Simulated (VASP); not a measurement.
Crystal: BaTiO3.

```xyz
5
Lattice="3.9998 0.0000 0.0000 0.0000 3.9998 0.0000 0.0000 0.0000 4.0180" Properties=species:S:1:pos:R:3 pbc="T T T"
Ba    0.0000    0.0000    0.0000
Ti    1.9999    1.9999    1.9688
O     1.9999    1.9999    0.0763
O     1.9999    0.0000    2.0773
O     0.0000    1.9999    2.0773
```

| Item | Value |
| --- | --- |
| Program | VASP 6.6.1 |
| Task | relaxation of cell and atoms |
| Functional | PBE |
| Dispersion | D4 |
| Potentials or basis | VASP PAW PBE potentials, release 64 (Ba_sv, Ti_sv, O) |
| Cutoff | 600 eV |
| k mesh | 5 × 5 × 5 |
| Occupations | gaussian, width 0.01 eV |
| Spin | no spin polarisation |

At the start: pressure 1.2 GPa; volume 12.86 Å³/atom.

Problem. How do energy, volume and symmetry change on relaxing?

Solution. Over 13 steps the energy falls by 4.6 meV/atom and the volume is 13.14 Å³/atom (+2.2 %); space group P4mm (No. 99, to 0.05 Å).

The path:
```tsv
step	energy change (eV)	largest force (eV/Å)	pressure (GPa)	volume (Å³)
1	0.0000	0.3032	1.17	64.28
2	-0.0080	0.2491	-0.75	65.16
3	-0.0083	0.2399	-1.11	65.34
4	-0.0143	0.1471	-0.44	65.27
5	-0.0158	0.1062	0.14	65.21
6	-0.0185	0.0901	0.20	65.27
7	-0.0207	0.1033	0.32	65.35
8	-0.0209	0.1124	0.37	65.39
9	-0.0222	0.0897	-0.28	65.75
10	-0.0222	0.0848	-0.39	65.83
11	-0.0229	0.0877	0.10	65.72
12	-0.0229	0.0729	0.04	65.74
13	-0.0232	0.0035	0.04	65.72
```

Final structure:
```xyz
5
Lattice="3.9830 0.0000 0.0000 0.0000 3.9830 0.0000 0.0000 0.0000 4.1427" Properties=species:S:1:pos:R:3 pbc="T T T"
Ba    3.9830    0.0000    4.1196
Ti    1.9915    1.9915    1.9734
O     1.9915    1.9915    0.1463
O     1.9915    3.9830    2.1478
O     3.9830    1.9915    2.1478
```
